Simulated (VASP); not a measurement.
# BaS (P6_3/mmc) in VASP: a series of runs

BaS is run at these levels: PBE; tasks: single point.

Everything below comes from runs of VASP 6.6.1. Logs are shortened: lines on timing, memory, paths and dates and some standing lists are left out, and cuts for length are marked.

### 1 The cell of the first run

Symmetry: P6_3/mmc, No. 194, hexagonal system. Conventional cell: a = 5.272 Å, b = 5.272 Å, c = 6.253 Å, α = 90.00°, β = 90.00°, γ = 120.00°. Ba (site symmetry -6m2) has 5 S at 3.04 to 3.13 Å within 4.0 Å. Within 4.0 Å of S (site symmetry -6m2) lie 5 Ba at 3.04 to 3.13 Å.

### 2 Single point, PBE (37.63 Å³/atom)

Contents of INCAR:

```
  PREC = Accurate
  ENCUT = 520
  EDIFF = 1E-6
  ISMEAR = 0
  SIGMA = 0.01
  LREAL = False
  LASPH = True
  NELM = 60
  ALGO = Normal
  ISIF = 2
  LWAVE = False
  LCHARG = False
  GGA = PE
  NBANDS = 24
```

Contents of KPOINTS:

```
regular mesh
0
Gamma
  6 6 4
```

Contents of POSCAR:

```
BaS
1.0
    5.2719913125      0.0000000000      0.0000000000
   -2.6359956563      4.5656784052      0.0000000000
    0.0000000000      0.0000000000      6.2530147022
Ba S
2 2
Direct
    0.3333333333      0.6666666667     -0.0625004860
    0.6666666667      0.3333333333      0.4374995140
    0.3333333333      0.6666666667      0.4375004860
    0.6666666667      0.3333333333      0.9375004860
```

Potentials or basis: VASP PAW PBE potentials, release 64 (Ba_sv, S).

Launch:

```
$ cat potpaw_PBE.64/Ba_sv/POTCAR potpaw_PBE.64/S/POTCAR > POTCAR
$ mpirun -np 1 vasp_std > vasp.out
```

OUTCAR:

```text
PREC = Accurate
   ENCUT = 520
   EDIFF = 1E-6
   ISMEAR = 0
   LREAL = False
   LASPH = True
   NELM = 60
   ISIF = 2
   GGA = PE

 ion  position               nearest neighbor table
   1  0.333  0.667  0.937-   4 3.04   4 3.04   4 3.04   3 3.13   3 3.13   2 4.36   2 4.36   2 4.36
                             2 4.36   2 4.36   2 4.36
   2  0.667  0.333  0.437-   3 3.04   3 3.04   3 3.04   4 3.13   4 3.13   1 4.36   1 4.36   1 4.36
                             1 4.36   1 4.36   1 4.36
   3  0.333  0.667  0.438-   2 3.04   2 3.04   2 3.04   1 3.13   1 3.13
   4  0.667  0.333  0.938-   1 3.04   1 3.04   1 3.04   2 3.13   2 3.13

  LATTYP: Found a hexagonal cell.
 ALAT       =     5.2719913125
 C/A-ratio  =     1.1860821332

  Lattice vectors:

 A1 = (   5.2719913125,   0.0000000000,   0.0000000000)
 A2 = (  -2.6359956563,   4.5656784052,   0.0000000000)
 A3 = (   0.0000000000,   0.0000000000,   6.2530147022)

Analysis of symmetry for initial positions (statically):
=====================================================================
 Subroutine PRICEL returns:
 Original cell was already a primitive cell.

 Routine SETGRP: Setting up the symmetry group for a
 hexagonal supercell.

 Subroutine GETGRP returns: Found 24 space group operations
 (whereof  6 operations were pure point group operations)
 out of a pool of 24 trial point group operations.

The static configuration has the point symmetry C_3v.
 The point group associated with its full space group is D_6h.

Analysis of symmetry for dynamics (positions and initial velocities):
=====================================================================
 Subroutine PRICEL returns:
 Original cell was already a primitive cell.

 Routine SETGRP: Setting up the symmetry group for a
 hexagonal supercell.

 Subroutine GETGRP returns: Found 24 space group operations
 (whereof  6 operations were pure point group operations)
 out of a pool of 24 trial point group operations.

The dynamic configuration has the point symmetry C_3v.
 The point group associated with its full space group is D_6h.

 Subroutine INISYM returns: Found 24 space group operations
 (whereof  6 operations are pure point group operations),
 and found     1 'primitive' translations

----------------------------------------------------------------------------------------

                                     Primitive cell

  volume of cell :     150.5114

  direct lattice vectors                    reciprocal lattice vectors
     5.271991312  0.000000000  0.000000000     0.189681648  0.109512750  0.000000000
    -2.635995656  4.565678405  0.000000000     0.000000000  0.219025501  0.000000000
     0.000000000  0.000000000  6.253014702     0.000000000  0.000000000  0.159922861

  length of vectors
     5.271991312  5.271991313  6.253014702     0.219025501  0.219025501  0.159922861

  position of ions in fractional coordinates (direct lattice)
     0.333333333  0.666666667  0.937499514
     0.666666667  0.333333333  0.437499514
     0.333333333  0.666666667  0.437500486
     0.666666667  0.333333333  0.937500486

  ion indices of the primitive-cell ions
   primitive index   ion index
                 1           1
                 2           2
                 3           3
                 4           4

----------------------------------------------------------------------------------------

 KPOINTS: regular mesh

Automatic generation of k-mesh.
 Grid dimensions read from file:
 generate k-points for:    6    6    4

 Generating k-lattice:

  Cartesian coordinates                     Fractional coordinates (reciprocal lattice)
     0.031613608  0.018252125  0.000000000     0.166666667 -0.000000000  0.000000000
     0.000000000  0.036504250  0.000000000     0.000000000  0.166666667  0.000000000
     0.000000000  0.000000000  0.039980715     0.000000000  0.000000000  0.250000000

  Length of vectors
     0.036504250  0.036504250  0.039980715

  Shift w.r.t. Gamma in fractional coordinates (k-lattice)
     0.000000000  0.000000000  0.000000000

 Subroutine IBZKPT returns following result:
 ===========================================

 Found     21 irreducible k-points:

 Following reciprocal coordinates:
            Coordinates               Weight
  0.000000  0.000000  0.000000      1.000000
  0.166667  0.000000  0.000000      6.000000
  0.333333 -0.000000  0.000000      6.000000
  0.500000  0.000000  0.000000      3.000000
  0.166667  0.166667  0.000000      6.000000
  0.333333  0.166667  0.000000     12.000000
[... 13 lines left out ...]
  0.333333  0.166667  0.500000     12.000000
  0.333333  0.333333  0.500000      2.000000
   k-points           NKPTS =     21   k-points in BZ     NKDIM =     21   number of bands    NBANDS=     24
   number of dos      NEDOS =    301   number of ions     NIONS =      4
   total plane-waves  NPLWV =  76800
   dimension x,y,z NGX =    40 NGY =   40 NGZ =   48
   dimension x,y,z NGXF=    80 NGYF=   80 NGZF=   96
   ions per type =               2   2
   NGX,Y,Z   is equivalent  to a cutoff of  12.61, 12.61, 12.76 a.u.
   NGXF,Y,Z  is equivalent  to a cutoff of  25.23, 25.23, 25.52 a.u.
 SYSTEM =  unknown system
   PREC   = accura    normal or accurate (medium, high low for compatibility)
   ISTART =      0    job   : 0-new  1-cont  2-samecut
   ICHARG =      2    charge: 1-file 2-atom 10-const
   ISPIN  =      1    spin polarized calculation?
   LNONCOLLINEAR =      F non collinear calculations
   LSORBIT =      F    spin-orbit coupling
   LASPH  =      T    aspherical Exc in radial PAW
   ENCUT  =  520.0 eV  38.22 Ry    6.18 a.u.   9.80  9.80 11.63*2*pi/ulx,y,z
   NELM   =     60;   NELMIN=  2; NELMDL= -5     # of ELM steps
   EDIFF  = 0.1E-05   stopping-criterion for ELM
   LREAL  =      F    real-space projection
   EDIFFG = 0.1E-04   stopping-criterion for IOM
   NSW    =      0    number of steps for IOM
   IBRION =     -1    ionic relax: 0-MD 1-quasi-New 2-CG
   NFREE  =      0    steps in history (QN), initial steepest desc. (CG)
   ISIF   =      2    stress and relaxation
   ISYM   =      2    0-nonsym 1-usesym 2-fastsym
   POTIM  = 0.5000    time-step for ionic-motion
   TEBEG  =    0.0;   TEEND  =   0.0 temperature during run
   PSTRESS=    0.0 pullay stress
   NELECT =      32.0000    total number of electrons
   NUPDOWN=      -1.0000    fix difference up-down
   EMIN   =  10.00;   EMAX   =-10.00  energy-range for DOS
   EFERMI =   0.00;   METHOD = LEGACY
   ISMEAR =     0;   SIGMA  =   0.01  broadening in eV -4-tet -1-fermi 0-gaus
   EFERMI_NEDOS =   21; number of points for ismear=-14 and -15
   IALGO  =     38    algorithm
   IMIX   =      4    mixing-type and parameters
     AMIX     =   0.40;   BMIX     =  1.00
     AMIX_MAG =   1.60;   BMIX_MAG =  1.00
  volume/ion in A,a.u.               =      37.63       253.93
  Fermi-wavevector in a.u.,A,eV,Ry     =   0.977091  1.846434 12.989574  0.954707
  Thomas-Fermi vector in A             =   2.107761
   LORBIT       =      0    0 simple, 1 ext, 2 COOP (PROOUT), +10 PAW based schemes
   GGA     = PE    functional components
   LHFCALC =     F    Hartree Fock is set to
   AEXX    =    0.0000 exact exchange contribution
   IVDW    =     0    specifies the selected vdW correction
   LEPSILON=     F    determine dielectric tensor
   LRPA    =     F    only Hartree local field effects (RPA)
 non-spin polarized calculation
 Gauss-broadening in eV      SIGMA  =   0.01
  energy-cutoff  :      520.00
  volume of cell :      150.51
 maximum number of plane-waves:      4067
 NGX is ok and might be reduce to    40
   NGX = 19   NGY = 19   NGZ = 23

 number of electron      32.0000003 magnetization

 Free energy of the ion-electron system (eV)
  ---------------------------------------------------
  ext. energy  EPLUGINS =         0.00000000
  ---------------------------------------------------
  free energy    TOTEN  =       -19.88840655 eV

  energy without entropy =      -19.88840655  energy(sigma->0) =      -19.88840655

 E-fermi :   0.8598     XC(G=0):  -7.7630

 val. band max:        0.7428986445   @ k =   0.0000   0.0000   0.0000
 cond. band min:       3.1230411672   @ k =   0.3333   0.3333   0.0000
 fundamental gap:      2.3801425227
 Fermi energy:         0.8597795274

 k-point     1 :       0.0000    0.0000    0.0000
  band No.  band energies     occupation
      1     -25.3467      2.00000
      2     -25.2770      2.00000
      3     -10.9143      2.00000
      4     -10.7104      2.00000
      5     -10.7104      2.00000
      6     -10.5162      2.00000
[... 16 lines left out ...]
     23       6.7624      0.00000
     24       7.5606      0.00000

 k-point     2 :       0.1667    0.0000    0.0000
  band No.  band energies     occupation
      1     -25.3411      2.00000
      2     -25.2796      2.00000
      3     -10.9088      2.00000
      4     -10.8823      2.00000
      5     -10.7673      2.00000
      6     -10.7301      2.00000
[... 16 lines left out ...]
     23       6.9398      0.00000
     24       7.1229      0.00000

 k-point     3 :       0.3333   -0.0000    0.0000
  band No.  band energies     occupation
      1     -25.3275      2.00000
      2     -25.2873      2.00000
      3     -11.1842      2.00000
      4     -11.0820      2.00000
      5     -10.8001      2.00000
      6     -10.7664      2.00000
[... 16 lines left out ...]
     23       6.7020      0.00000
     24       6.7288      0.00000
[... 433 lines left out ...]
 k-point    20 :       0.3333    0.1667    0.5000
  band No.  band energies     occupation
      1     -25.3052      2.00000
      2     -25.3052      2.00000
      3     -11.5690      2.00000
      4     -11.5690      2.00000
      5     -10.6736      2.00000
      6     -10.6736      2.00000
[... 16 lines left out ...]
     23       7.0499      0.00000
     24       7.0499      0.00000

 k-point    21 :       0.3333    0.3333    0.5000
  band No.  band energies     occupation
      1     -25.3044      2.00000
      2     -25.3044      2.00000
      3     -11.6060      2.00000
      4     -11.6060      2.00000
      5     -10.6983      2.00000
      6     -10.6983      2.00000
[... 16 lines left out ...]
     23       7.0963      0.00000
     24       7.0963      0.00000

------------------------ aborting loop because EDIFF is reached ----------------------------------------

  FORCE on cell =-STRESS in cart. coord.  units (eV):
  Direction    XX          YY          ZZ          XY          YZ          ZX
  --------------------------------------------------------------------------------------
  -------------------------------------------------------------------------------------
  Total        2.5206037      2.5206037      3.0756058     -0.0000000     -0.0000000      0.0000000
  in kB       26.8315457     26.8315457     32.7394813     -0.0000000     -0.0000000      0.0000000
  external PRESSURE =      28.8008576 kB  Pullay stress =       0.0000000 kB

 VOLUME and BASIS-vectors are now :
 -----------------------------------------------------------------------------
  energy-cutoff  :      520.00
  volume of cell :      150.51
      direct lattice vectors                 reciprocal lattice vectors
     5.271991312  0.000000000  0.000000000     0.189681648  0.109512750  0.000000000
    -2.635995656  4.565678405  0.000000000     0.000000000  0.219025501  0.000000000
     0.000000000  0.000000000  6.253014702     0.000000000  0.000000000  0.159922861

 POSITION                                       TOTAL-FORCE (eV/Angst)
 -----------------------------------------------------------------------------------
     -0.00000      3.04379      5.86220        -0.000000     -0.000000      0.000000
      2.63600      1.52189      2.73569         0.000000      0.000000      0.000000
     -0.00000      3.04379      2.73570         0.000000     -0.000000     -0.000000
      2.63600      1.52189      5.86220         0.000000      0.000000     -0.000000
 -----------------------------------------------------------------------------------
    total drift:                               -0.000000      0.000000     -0.006632

  FREE ENERGIE OF THE ION-ELECTRON SYSTEM (eV)
  ---------------------------------------------------
  free  energy   TOTEN  =       -19.8884065537 eV

  energy  without entropy=      -19.8884065537  energy(sigma->0) =      -19.88840655
```

Run time: 2.3 min. Hardware: 1 thread of Intel Xeon 8259CL, shared host; peak memory 0.29 GiB.

What came out:

| Item | Value |
| --- | --- |
| Free energy | -19.8884 eV |
| Pressure | 2.9 GPa |
| Band gap on the k mesh | 2.38 eV (least direct gap 2.52 eV) |

Levels at points of the mesh, in eV from the valence-band top:
| k point | band 12 | band 13 | band 14 | band 15 | band 16 | band 17 | band 18 | band 19 | band 20 | band 21 |
| --- | --- | --- | --- | --- | --- | --- | --- | --- | --- | --- |
| (0.00, 0.00, 0.00) | -1.06 | -0.95 | -0.95 | -0.35 | 0.00 | 2.87 | 3.67 | 3.67 | 4.90 | 5.76 |
| (0.50, 0.00, 0.00) | -0.93 | -0.47 | -0.38 | -0.35 | -0.35 | 3.05 | 3.40 | 3.50 | 5.11 | 5.40 |
| (0.00, 0.00, 0.50) | -1.34 | -1.11 | -1.11 | -1.11 | -1.11 | 3.88 | 3.88 | 5.60 | 5.60 | 5.60 |
| (0.50, 0.00, 0.50) | -1.65 | -0.96 | -0.96 | -0.54 | -0.54 | 3.92 | 3.92 | 5.03 | 5.03 | 5.76 |

Caveat: the structure was generated, so it needn't be the stable form of BaS; spin-orbit coupling is left out, which moves the levels of the heavy elements. A k mesh can miss the band edges.

### 3 Single point, PBE (38.83 Å³/atom)

This run uses another cell than the first one, of 38.83 Å³/atom.

Contents of INCAR:

```
SYSTEM = BaS
PREC = Accurate ; ENCUT = 520
EDIFF = 1E-7 ; ISMEAR = 0
SIGMA = 0.01 ; LREAL = .FALSE.
LASPH = .TRUE. ; NELM = 100
ALGO = Normal ; ISIF = 2
LWAVE = .FALSE. ; LCHARG = .FALSE.
GGA = PE ; NBANDS = 24
```

Contents of KPOINTS:

```
Automatic mesh
0
G
  6 6 4
  0 0 0
```

Contents of POSCAR:

```
BaS
1.0
    5.3274900363      0.0000000000      0.0000000000
   -2.6637450182      4.6137417099      0.0000000000
    0.0000000000      0.0000000000      6.3188407469
Ba S
2 2
Direct
    0.3333333333      0.6666666667     -0.0625004860
    0.6666666667      0.3333333333      0.4374995140
    0.3333333333      0.6666666667      0.4375004860
    0.6666666667      0.3333333333      0.9375004860
```

Potentials or basis: VASP PAW PBE potentials, release 64 (Ba_sv, S).

Launch:

```
$ cat potpaw_PBE.64/Ba_sv/POTCAR potpaw_PBE.64/S/POTCAR > POTCAR
$ mpirun -np 1 vasp_std > vasp.out
```

OUTCAR:

```text
SYSTEM = BaS
   PREC = Accurate
   ENCUT = 520
   EDIFF = 1E-7
   ISMEAR = 0
   LREAL = .FALSE.
   LASPH = .TRUE.
   NELM = 100
   ISIF = 2
   GGA = PE

 ion  position               nearest neighbor table
   1  0.333  0.667  0.937-   4 3.08   4 3.08   4 3.08   3 3.16   3 3.16   2 4.41   2 4.41   2 4.41
                             2 4.41   2 4.41   2 4.41
   2  0.667  0.333  0.437-   3 3.08   3 3.08   3 3.08   4 3.16   4 3.16   1 4.41   1 4.41   1 4.41
                             1 4.41   1 4.41   1 4.41
   3  0.333  0.667  0.438-   2 3.08   2 3.08   2 3.08   1 3.16   1 3.16
   4  0.667  0.333  0.938-   1 3.08   1 3.08   1 3.08   2 3.16   2 3.16

[... 766 lines left out ...]
  -------------------------------------------------------------------------------------
  Total        1.4159378      1.4159378      1.7324872     -0.0000000      0.0000000      0.0000000
  in kB       14.6063406     14.6063406     17.8717587     -0.0000000      0.0000000      0.0000000
  external PRESSURE =      15.6948133 kB  Pullay stress =       0.0000000 kB

 VOLUME and BASIS-vectors are now :
 -----------------------------------------------------------------------------
  energy-cutoff  :      520.00
  volume of cell :      155.31
      direct lattice vectors                 reciprocal lattice vectors
     5.327490036  0.000000000  0.000000000     0.187705654  0.108371910  0.000000000
    -2.663745018  4.613741710  0.000000000     0.000000000  0.216743819  0.000000000
     0.000000000  0.000000000  6.318840747     0.000000000  0.000000000  0.158256877

 POSITION                                       TOTAL-FORCE (eV/Angst)
 -----------------------------------------------------------------------------------
     -0.00000      3.07583      5.92391        -0.000000      0.000000     -0.000000
      2.66375      1.53791      2.76449         0.000000     -0.000000     -0.000000
     -0.00000      3.07583      2.76450        -0.000000      0.000000      0.000000
      2.66375      1.53791      5.92392         0.000000     -0.000000      0.000000
 -----------------------------------------------------------------------------------
    total drift:                               -0.000000      0.000000     -0.006732

  FREE ENERGIE OF THE ION-ELECTRON SYSTEM (eV)
  ---------------------------------------------------
  free  energy   TOTEN  =       -19.9551529921 eV

  energy  without entropy=      -19.9551529921  energy(sigma->0) =      -19.95515299
```

OSZICAR:

```text
N       E                     dE             d eps       ncg     rms          rms(c)
DAV:   1     0.221432018323E+03    0.22143E+03   -0.13213E+04  1008   0.112E+03
DAV:   2    -0.286374832710E+01   -0.22430E+03   -0.20995E+03  1344   0.222E+02
DAV:   3    -0.209216832771E+02   -0.18058E+02   -0.17911E+02  1416   0.681E+01
DAV:   4    -0.215977667679E+02   -0.67608E+00   -0.67549E+00  1640   0.115E+01
DAV:   5    -0.216051833866E+02   -0.74166E-02   -0.74160E-02  1312   0.128E+00    0.719E+00
DAV:   6    -0.200179923218E+02    0.15872E+01   -0.32012E+00  1248   0.708E+00    0.495E+00
DAV:   7    -0.199297974613E+02    0.88195E-01   -0.94006E-01  1456   0.362E+00    0.328E+00
DAV:   8    -0.199309798363E+02   -0.11824E-02   -0.71949E-02  1264   0.135E+00    0.141E+00
DAV:   9    -0.199455125991E+02   -0.14533E-01   -0.31318E-02  1216   0.101E+00    0.325E-01
DAV:  10    -0.199516275021E+02   -0.61149E-02   -0.35533E-03  1304   0.273E-01    0.106E-01
DAV:  11    -0.199548772639E+02   -0.32498E-02   -0.40391E-03  1096   0.280E-01    0.648E-02
DAV:  12    -0.199551028365E+02   -0.22557E-03   -0.73231E-04  1320   0.979E-02    0.317E-02
DAV:  13    -0.199551486736E+02   -0.45837E-04   -0.78042E-05  1176   0.421E-02    0.342E-02
DAV:  14    -0.199551525830E+02   -0.39094E-05   -0.55279E-06  1304   0.105E-02    0.341E-03
DAV:  15    -0.199551529484E+02   -0.36543E-06   -0.16567E-06  1104   0.530E-03    0.533E-03
DAV:  16    -0.199551529921E+02   -0.43665E-07   -0.53757E-08   984   0.129E-03
   1 F= -.19955153E+02 E0= -.19955153E+02  d E =-.265588E-49
```

Run time: 2.3 min. Hardware: 1 thread of Intel Xeon 8259CL, shared host; peak memory 0.29 GiB.

Results:

```
Free energy            : -19.9552 eV
Pressure               : 1.6 GPa
Band gap on the k mesh : 2.43 eV (least direct gap 2.57 eV)
```

Stress tensor (GPa, compression positive):
```
1.46 0.00 0.00
0.00 1.46 0.00
0.00 0.00 1.79
```

Levels at points of the mesh, in eV from the valence-band top:
| k point | band 14 | band 15 | band 16 | band 17 | band 18 | band 19 |
| --- | --- | --- | --- | --- | --- | --- |
| (0.00, 0.00, 0.00) | -0.91 | -0.39 | 0.00 | 2.82 | 3.68 | 3.68 |
| (0.50, 0.00, 0.00) | -0.40 | -0.35 | -0.33 | 3.07 | 3.40 | 3.50 |
| (0.00, 0.00, 0.50) | -1.06 | -1.06 | -1.06 | 3.83 | 3.83 | 5.53 |
| (0.50, 0.00, 0.50) | -0.91 | -0.53 | -0.53 | 3.90 | 3.90 | 4.98 |

Caveat: the structure was generated, so it needn't be the stable form of BaS; spin-orbit coupling is left out, which moves the levels of the heavy elements. A k mesh can miss the band edges.
